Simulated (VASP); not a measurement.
# CsSnI3 (P4/mmm) in VASP: notebook

Runs on CsSnI3. Level: PBE. Tasks: single point.

All numbers are computed with VASP 6.6.1; they aren't measurements. Logs are shortened: lines on timing, memory, paths and dates and some standing lists are left out, and cuts for length are marked.

**1. The cell of the first run**

It takes space group P4/mmm (No. 123, tetragonal). The conventional cell has a = 6.392 Å, b = 6.392 Å, c = 6.206 Å, α = 90.00°, β = 90.00°, γ = 90.00°. Within 5.8 Å of Cs (site symmetry 4/mmm) lie 12 I at 4.45 to 4.52 Å and 8 Sn at 5.48 Å. Within 4.1 Å of Sn (site symmetry 4/mmm) lie 6 I at 3.10 to 3.20 Å. I (site symmetry mmm) has 2 Sn at 3.20 Å within 4.2 Å. Within 4.1 Å of I (site symmetry 4/mmm) lie 2 Sn at 3.10 Å.

**2. Single point, PBE (strain +0.030 along x and y, +0.000 along z)**

File INCAR:

```
PREC = Accurate ; ENCUT = 520
EDIFF = 1E-6 ; ISMEAR = 0
SIGMA = 0.03 ; LREAL = False
LASPH = True ; NELM = 60
ALGO = Normal ; ISIF = 2
LWAVE = False ; LCHARG = False
GGA = PE ; NBANDS = 30
```

File KPOINTS:

```
Automatic mesh
0
Gamma
  6 6 6
```

File POSCAR:

```
CsSnI3
1.0
    6.3918710000      0.0000000000      0.0000000000
    0.0000000000      6.3918710000      0.0000000000
    0.0000000000      0.0000000000      6.2057000000
Cs Sn I
1 1 3
Direct
    0.0000000000      0.0000000000      0.0000000000
    0.5000000000      0.5000000000      0.5000000000
    0.0000000000      0.5000000000      0.5000000000
    0.5000000000      0.0000000000      0.5000000000
    0.5000000000      0.5000000000      0.0000000000
```

Potentials or basis: VASP PAW PBE potentials, release 64 (Cs_sv, Sn_d, I).

Run with:

```
> cat potpaw_PBE.64/Cs_sv/POTCAR potpaw_PBE.64/Sn_d/POTCAR potpaw_PBE.64/I/POTCAR > POTCAR
> mpirun -np 1 vasp_std > vasp.out
```

OUTCAR:

```text
PREC = Accurate
   ENCUT = 520
   EDIFF = 1E-6
   ISMEAR = 0
   LREAL = False
   LASPH = True
   NELM = 60
   ISIF = 2
   GGA = PE

 ion  position               nearest neighbor table
   1  0.000  0.000  0.000-
   2  0.500  0.500  0.500-   5 3.10   5 3.10   3 3.20   4 3.20   4 3.20   3 3.20
   3  0.000  0.500  0.500-   2 3.20   2 3.20
   4  0.500  0.000  0.500-   2 3.20   2 3.20
   5  0.500  0.500  0.000-   2 3.10   2 3.10

  LATTYP: Found a simple tetragonal cell.
 ALAT       =     6.3918710000
 C/A-ratio  =     0.9708737864

  Lattice vectors:

 A1 = (   6.3918710000,   0.0000000000,   0.0000000000)
 A2 = (   0.0000000000,   6.3918710000,   0.0000000000)
 A3 = (   0.0000000000,   0.0000000000,   6.2057000000)

Analysis of symmetry for initial positions (statically):
=====================================================================
 Subroutine PRICEL returns:
 Original cell was already a primitive cell.

 Routine SETGRP: Setting up the symmetry group for a
 simple tetragonal supercell.

 Subroutine GETGRP returns: Found 16 space group operations
 (whereof 16 operations were pure point group operations)
 out of a pool of 16 trial point group operations.

The static configuration has the point symmetry D_4h.

Analysis of symmetry for dynamics (positions and initial velocities):
=====================================================================
 Subroutine PRICEL returns:
 Original cell was already a primitive cell.

 Routine SETGRP: Setting up the symmetry group for a
 simple tetragonal supercell.

 Subroutine GETGRP returns: Found 16 space group operations
 (whereof 16 operations were pure point group operations)
 out of a pool of 16 trial point group operations.

The dynamic configuration has the point symmetry D_4h.

 Subroutine INISYM returns: Found 16 space group operations
 (whereof 16 operations are pure point group operations),
 and found     1 'primitive' translations

----------------------------------------------------------------------------------------

                                     Primitive cell

  volume of cell :     253.5402

  direct lattice vectors                    reciprocal lattice vectors
     6.391871000  0.000000000  0.000000000     0.156448714  0.000000000  0.000000000
     0.000000000  6.391871000  0.000000000     0.000000000  0.156448714  0.000000000
     0.000000000  0.000000000  6.205700000     0.000000000  0.000000000  0.161142176

  length of vectors
     6.391871000  6.391871000  6.205700000     0.156448714  0.156448714  0.161142176

  position of ions in fractional coordinates (direct lattice)
     0.000000000  0.000000000  0.000000000
     0.500000000  0.500000000  0.500000000
     0.000000000  0.500000000  0.500000000
     0.500000000  0.000000000  0.500000000
     0.500000000  0.500000000  0.000000000

  ion indices of the primitive-cell ions
   primitive index   ion index
                 1           1
                 2           2
                 3           3
                 4           4
                 5           5

----------------------------------------------------------------------------------------

 KPOINTS: Automatic mesh

Automatic generation of k-mesh.
 Grid dimensions read from file:
 generate k-points for:    6    6    6

 Generating k-lattice:

  Cartesian coordinates                     Fractional coordinates (reciprocal lattice)
     0.026074786  0.000000000  0.000000000     0.166666667  0.000000000  0.000000000
     0.000000000  0.026074786  0.000000000     0.000000000  0.166666667  0.000000000
     0.000000000  0.000000000  0.026857029     0.000000000  0.000000000  0.166666667

  Length of vectors
     0.026074786  0.026074786  0.026857029

  Shift w.r.t. Gamma in fractional coordinates (k-lattice)
     0.000000000  0.000000000  0.000000000

 Subroutine IBZKPT returns following result:
 ===========================================

 Found     40 irreducible k-points:

 Following reciprocal coordinates:
            Coordinates               Weight
  0.000000  0.000000  0.000000      1.000000
  0.166667  0.000000  0.000000      4.000000
  0.333333  0.000000  0.000000      4.000000
  0.500000  0.000000  0.000000      2.000000
  0.166667  0.166667  0.000000      4.000000
  0.333333  0.166667  0.000000      8.000000
[... 16 lines left out ...]
  0.333333  0.000000  0.333333      8.000000
  0.500000  0.000000  0.333333      4.000000
 [... further k-points ...]
   k-points           NKPTS =     40   k-points in BZ     NKDIM =     40   number of bands    NBANDS=     30
   number of dos      NEDOS =    301   number of ions     NIONS =      5
   total plane-waves  NPLWV = 110592
   dimension x,y,z NGX =    48 NGY =   48 NGZ =   48
   dimension x,y,z NGXF=    96 NGYF=   96 NGZF=   96
   ions per type =               1   1   3
   NGX,Y,Z   is equivalent  to a cutoff of  12.48, 12.48, 12.86 a.u.
   NGXF,Y,Z  is equivalent  to a cutoff of  24.97, 24.97, 25.72 a.u.
 SYSTEM =  unknown system
   PREC   = accura    normal or accurate (medium, high low for compatibility)
   ISTART =      0    job   : 0-new  1-cont  2-samecut
   ICHARG =      2    charge: 1-file 2-atom 10-const
   ISPIN  =      1    spin polarized calculation?
   LNONCOLLINEAR =      F non collinear calculations
   LSORBIT =      F    spin-orbit coupling
   LASPH  =      T    aspherical Exc in radial PAW
   ENCUT  =  520.0 eV  38.22 Ry    6.18 a.u.  11.88 11.88 11.54*2*pi/ulx,y,z
   NELM   =     60;   NELMIN=  2; NELMDL= -5     # of ELM steps
   EDIFF  = 0.1E-05   stopping-criterion for ELM
   LREAL  =      F    real-space projection
   EDIFFG = 0.1E-04   stopping-criterion for IOM
   NSW    =      0    number of steps for IOM
   IBRION =     -1    ionic relax: 0-MD 1-quasi-New 2-CG
   NFREE  =      0    steps in history (QN), initial steepest desc. (CG)
   ISIF   =      2    stress and relaxation
   ISYM   =      2    0-nonsym 1-usesym 2-fastsym
   POTIM  = 0.5000    time-step for ionic-motion
   TEBEG  =    0.0;   TEEND  =   0.0 temperature during run
   PSTRESS=    0.0 pullay stress
   NELECT =      44.0000    total number of electrons
   NUPDOWN=      -1.0000    fix difference up-down
   EMIN   =  10.00;   EMAX   =-10.00  energy-range for DOS
   EFERMI =   0.00;   METHOD = LEGACY
   ISMEAR =     0;   SIGMA  =   0.03  broadening in eV -4-tet -1-fermi 0-gaus
   EFERMI_NEDOS =   21; number of points for ismear=-14 and -15
   IALGO  =     38    algorithm
   IMIX   =      4    mixing-type and parameters
     AMIX     =   0.40;   BMIX     =  1.00
     AMIX_MAG =   1.60;   BMIX_MAG =  1.00
  volume/ion in A,a.u.               =      50.71       342.19
  Fermi-wavevector in a.u.,A,eV,Ry     =   0.913153  1.725609 11.345192  0.833848
  Thomas-Fermi vector in A             =   2.037631
   LORBIT       =      0    0 simple, 1 ext, 2 COOP (PROOUT), +10 PAW based schemes
   GGA     = PE    functional components
   LHFCALC =     F    Hartree Fock is set to
   AEXX    =    0.0000 exact exchange contribution
   IVDW    =     0    specifies the selected vdW correction
   LEPSILON=     F    determine dielectric tensor
   LRPA    =     F    only Hartree local field effects (RPA)
 non-spin polarized calculation
 Gauss-broadening in eV      SIGMA  =   0.03
  energy-cutoff  :      520.00
  volume of cell :      253.54
 maximum number of plane-waves:      6864
 NGX is ok and might be reduce to    48
   NGX = 23   NGY = 23   NGZ = 23

 number of electron      44.0000007 magnetization

 Free energy of the ion-electron system (eV)
  ---------------------------------------------------
  ext. energy  EPLUGINS =         0.00000000
  ---------------------------------------------------
  free energy    TOTEN  =       -14.01189502 eV

  energy without entropy =      -14.01189502  energy(sigma->0) =      -14.01189502

 E-fermi :   2.4007     XC(G=0):  -7.2836

 val. band max:        2.1985087666   @ k =   0.5000   0.5000   0.5000
 cond. band min:       2.6887911115   @ k =   0.5000   0.5000   0.5000
 fundamental gap:      0.4902823449
 Fermi energy:         2.4006638576

 k-point     1 :       0.0000    0.0000    0.0000
  band No.  band energies     occupation
      1     -19.9021      2.00000
      2     -19.7536      2.00000
      3     -19.7497      2.00000
      4     -19.7433      2.00000
      5     -19.7355      2.00000
      6     -19.7355      2.00000
[... 22 lines left out ...]
     29       6.6029      0.00000
     30       6.6029      0.00000

 k-point     2 :       0.1667    0.0000    0.0000
  band No.  band energies     occupation
      1     -19.9021      2.00000
      2     -19.7535      2.00000
      3     -19.7496      2.00000
      4     -19.7433      2.00000
      5     -19.7356      2.00000
      6     -19.7355      2.00000
[... 22 lines left out ...]
     29       6.2407      0.00000
     30       6.6014      0.00000

 k-point     3 :       0.3333    0.0000    0.0000
  band No.  band energies     occupation
      1     -19.9019      2.00000
      2     -19.7532      2.00000
      3     -19.7495      2.00000
      4     -19.7434      2.00000
      5     -19.7356      2.00000
      6     -19.7355      2.00000
[... 22 lines left out ...]
     29       6.7084      0.00000
     30       6.9312      0.00000

 k-point     4 :       0.5000    0.0000    0.0000
  band No.  band energies     occupation
      1     -19.9019      2.00000
      2     -19.7530      2.00000
      3     -19.7494      2.00000
      4     -19.7434      2.00000
      5     -19.7356      2.00000
      6     -19.7355      2.00000
[... 22 lines left out ...]
     29       6.8347      0.00000
     30       6.8644      0.00000

 k-point     5 :       0.1667    0.1667    0.0000
  band No.  band energies     occupation
      1     -19.9020      2.00000
      2     -19.7533      2.00000
      3     -19.7495      2.00000
      4     -19.7433      2.00000
      5     -19.7356      2.00000
      6     -19.7356      2.00000
[... 22 lines left out ...]
     29       6.3510      0.00000
     30       6.5354      0.00000
[... 526 lines left out ...]
     29       6.4625      0.00000
     30       7.0540      0.00000

 k-point    22 :       0.1667    0.0000    0.3333
  band No.  band energies     occupation
      1     -19.9018      2.00000
      2     -19.7535      2.00000
      3     -19.7485      2.00000
      4     -19.7433      2.00000
      5     -19.7357      2.00000
      6     -19.7356      2.00000
[... 22 lines left out ...]
     29       6.5723      0.00000
     30       7.0424      0.00000

 k-point    23 :       0.3333    0.0000    0.3333
  band No.  band energies     occupation
      1     -19.9017      2.00000
      2     -19.7531      2.00000
      3     -19.7484      2.00000
      4     -19.7434      2.00000
      5     -19.7357      2.00000
      6     -19.7356      2.00000
[... 22 lines left out ...]
     29       7.0392      0.00000
     30       7.1175      0.00000

 k-point    24 :       0.5000    0.0000    0.3333
  band No.  band energies     occupation
      1     -19.9016      2.00000
      2     -19.7530      2.00000
      3     -19.7483      2.00000
      4     -19.7434      2.00000
      5     -19.7357      2.00000
      6     -19.7356      2.00000
[... 22 lines left out ...]
     29       7.1799      0.00000
     30       7.3365      0.00000

 [... further k-points ...]

------------------------ aborting loop because EDIFF is reached ----------------------------------------

  FORCE on cell =-STRESS in cart. coord.  units (eV):
  Direction    XX          YY          ZZ          XY          YZ          ZX
  --------------------------------------------------------------------------------------
  -------------------------------------------------------------------------------------
  Total       -0.8996970     -0.8996970      0.4820742      0.0000000      0.0000000      0.0000000
  in kB       -5.6853876     -5.6853876      3.0463353      0.0000000      0.0000000      0.0000000
  external PRESSURE =      -2.7748133 kB  Pullay stress =       0.0000000 kB

 VOLUME and BASIS-vectors are now :
 -----------------------------------------------------------------------------
  energy-cutoff  :      520.00
  volume of cell :      253.54
      direct lattice vectors                 reciprocal lattice vectors
     6.391871000  0.000000000  0.000000000     0.156448714  0.000000000  0.000000000
     0.000000000  6.391871000  0.000000000     0.000000000  0.156448714  0.000000000
     0.000000000  0.000000000  6.205700000     0.000000000  0.000000000  0.161142176

 POSITION                                       TOTAL-FORCE (eV/Angst)
 -----------------------------------------------------------------------------------
      0.00000      0.00000      0.00000         0.000000      0.000000      0.000000
      3.19594      3.19594      3.10285         0.000000      0.000000      0.000000
      0.00000      3.19594      3.10285         0.000000      0.000000      0.000000
      3.19594      0.00000      3.10285         0.000000      0.000000      0.000000
      3.19594      3.19594      0.00000         0.000000      0.000000      0.000000
 -----------------------------------------------------------------------------------
    total drift:                                0.000000     -0.000000     -0.000000

  FREE ENERGIE OF THE ION-ELECTRON SYSTEM (eV)
  ---------------------------------------------------
  free  energy   TOTEN  =       -14.0118950188 eV

  energy  without entropy=      -14.0118950188  energy(sigma->0) =      -14.01189502
```

Run time: 2.5 min. Hardware: 1 thread of Intel Xeon 6975P-C (Granite Rapids), shared host; peak memory 0.52 GiB.

What came out:

```
Free energy            : -14.0119 eV
Pressure               : -0.3 GPa
Band gap on the k mesh : 0.49 eV
```

Caveat: the cell differs from its parent crystal (strain +0.030 along x and y, +0.000 along z); semilocal functionals underestimate gaps, and a narrow one can read as zero; spin-orbit coupling is left out, which moves the levels of the heavy elements.

**3. Single point, PBE (strain +0.015 along x and y, +0.030 along z)**

File INCAR:

```
ALGO     = Normal         # electronic algorithm
EDIFF    = 1E-7           # SCF threshold, eV
ENCUT    = 520            # plane-wave cutoff, eV
GGA      = PE             # functional
ISIF     = 2              # what is computed and relaxed
ISMEAR   = 0              # smearing method
LASPH    = True           # aspherical terms in the spheres
LCHARG   = False          # write CHGCAR
LREAL    = False          # projectors in reciprocal space
LWAVE    = False          # write WAVECAR
NBANDS   = 30             # bands
NELM     = 100            # most SCF steps
PREC     = Accurate       # precision mode
SIGMA    = 0.03           # smearing width, eV
```

File KPOINTS:

```
k-points
0
Gamma
  6 6 6
```

Edit POSCAR of step 2 so:

```diff
@@ -2,5 +2,5 @@
 1.0
-    6.3918710000      0.0000000000      0.0000000000
-    0.0000000000      6.3918710000      0.0000000000
-    0.0000000000      0.0000000000      6.2057000000
+    6.2987855000      0.0000000000      0.0000000000
+    0.0000000000      6.2987855000      0.0000000000
+    0.0000000000      0.0000000000      6.3918710000
 Cs Sn I
```

Potentials or basis: VASP PAW PBE potentials, release 64 (Cs_sv, Sn_d, I).

Run with:

```
> cat potpaw_PBE.64/Cs_sv/POTCAR potpaw_PBE.64/Sn_d/POTCAR potpaw_PBE.64/I/POTCAR > POTCAR
> mpirun -np 1 vasp_std > vasp.out
```

Wall time 2.7 min (1 thread of Intel Xeon 6975P-C (Granite Rapids), shared host); peak memory 0.52 GiB.

The run converged. Its results:

* Free energy: -14.0220 eV
* Pressure: -0.3 GPa
* Band gap on the k mesh: 0.50 eV

Stress tensor (GPa, compression positive):
```
-0.17  0.00  0.00
 0.00 -0.17  0.00
 0.00  0.00 -0.57
```

Levels at points of the mesh, in eV from the valence-band top:
```csv
k point,band 20,band 21,band 22,band 23,band 24,band 25
"(0.00, 0.00, 0.00)",-1.85,-1.85,-1.84,2.43,3.45,3.49
"(0.50, 0.00, 0.00)",-1.95,-1.95,-1.35,1.28,3.90,4.11
"(0.50, 0.50, 0.00)",-2.20,-1.44,-0.63,0.96,0.96,3.81
"(0.00, 0.00, 0.50)",-1.95,-1.95,-1.44,1.26,3.84,4.15
"(0.50, 0.00, 0.50)",-2.20,-1.47,-0.71,0.94,1.01,4.07
"(0.50, 0.50, 0.50)",-1.45,-1.43,0.00,0.50,0.59,0.59
```

Caveat: the cell differs from its parent crystal (strain +0.015 along x and y, +0.030 along z); semilocal functionals underestimate gaps, and a narrow one can read as zero; spin-orbit coupling is left out, which moves the levels of the heavy elements. A k mesh can miss the band edges.

**4. Single point, PBE (strain +0.030 along x and y, +0.015 along z)**

File INCAR:

```
PREC = Accurate
ENCUT = 520
EDIFF = 1E-6
ISMEAR = 0
SIGMA = 0.03
LREAL = False
LASPH = True
NELM = 100
ALGO = Normal
ISIF = 2
LWAVE = False
LCHARG = False
GGA = PE
NBANDS = 30
```

File KPOINTS:

```
regular mesh
0
Gamma
  6 6 6
```

Edit POSCAR of step 3 so:

```diff
@@ -2,5 +2,5 @@
 1.0
-    6.2987855000      0.0000000000      0.0000000000
-    0.0000000000      6.2987855000      0.0000000000
-    0.0000000000      0.0000000000      6.3918710000
+    6.3918710000      0.0000000000      0.0000000000
+    0.0000000000      6.3918710000      0.0000000000
+    0.0000000000      0.0000000000      6.2987855000
 Cs Sn I
```

Run with:

```
> cat potpaw_PBE.64/Cs_sv/POTCAR potpaw_PBE.64/Sn_d/POTCAR potpaw_PBE.64/I/POTCAR > POTCAR
> mpirun -np 1 vasp_std > vasp.out
```

Wall time 2.4 min (1 thread of Intel Xeon 6975P-C (Granite Rapids), shared host); peak memory 0.52 GiB.

Results (log left out):

```
Free energy            : -14.0127 eV
Pressure               : -0.5 GPa
Band gap on the k mesh : 0.59 eV
```

Stress tensor (GPa, compression positive):
```
-0.63  0.00  0.00
 0.00 -0.63  0.00
 0.00  0.00 -0.24
```

Levels at points of the mesh, in eV from the valence-band top:
```csv
k point,band 18,band 19,band 20,band 21,band 22,band 23,band 24,band 25,band 26,band 27
"(0.00, 0.00, 0.00)",-1.89,-1.88,-1.77,-1.76,-1.76,2.50,3.55,3.58,3.88,3.92
"(0.50, 0.00, 0.00)",-2.08,-2.02,-1.86,-1.85,-1.36,1.31,3.90,4.20,4.22,4.45
"(0.50, 0.50, 0.00)",-2.13,-2.13,-2.11,-1.40,-0.71,1.02,1.02,4.16,4.48,4.65
"(0.00, 0.00, 0.50)",-2.13,-2.02,-1.86,-1.86,-1.27,1.33,3.96,4.17,4.17,4.22
"(0.50, 0.00, 0.50)",-2.17,-2.15,-2.12,-1.37,-0.63,0.98,1.05,3.90,4.47,4.65
"(0.50, 0.50, 0.50)",-2.10,-1.38,-1.36,-1.36,0.00,0.59,0.59,0.67,3.36,4.32
```

Caveat: the cell differs from its parent crystal (strain +0.030 along x and y, +0.015 along z); semilocal functionals underestimate gaps, and a narrow one can read as zero; spin-orbit coupling is left out, which moves the levels of the heavy elements.

**5. Summary**

| cell | gap on the mesh (eV) | pressure (GPa) |
| --- | --- | --- |
| a = 6.392, b = 6.392, c = 6.206 Å, 5 atoms | 0.49 | -0.3 |
| a = 6.299, b = 6.299, c = 6.392 Å, 5 atoms | 0.50 | -0.3 |
| a = 6.392, b = 6.392, c = 6.299 Å, 5 atoms | 0.59 | -0.5 |

Alike in all rows: task single point; level PBE; potentials or basis VASP PAW PBE potentials, release 64 (Cs_sv, Sn_d, I); no spin polarisation; k mesh 6 × 6 × 6; cutoff (eV) 520; smearing gaussian 0.03 eV.

Caveats: semilocal functionals underestimate gaps, and a narrow one can read as zero; spin-orbit coupling is left out, which moves the levels of the heavy elements.

Total energies depend on the potentials used, so only differences within one code and one set of settings carry meaning.
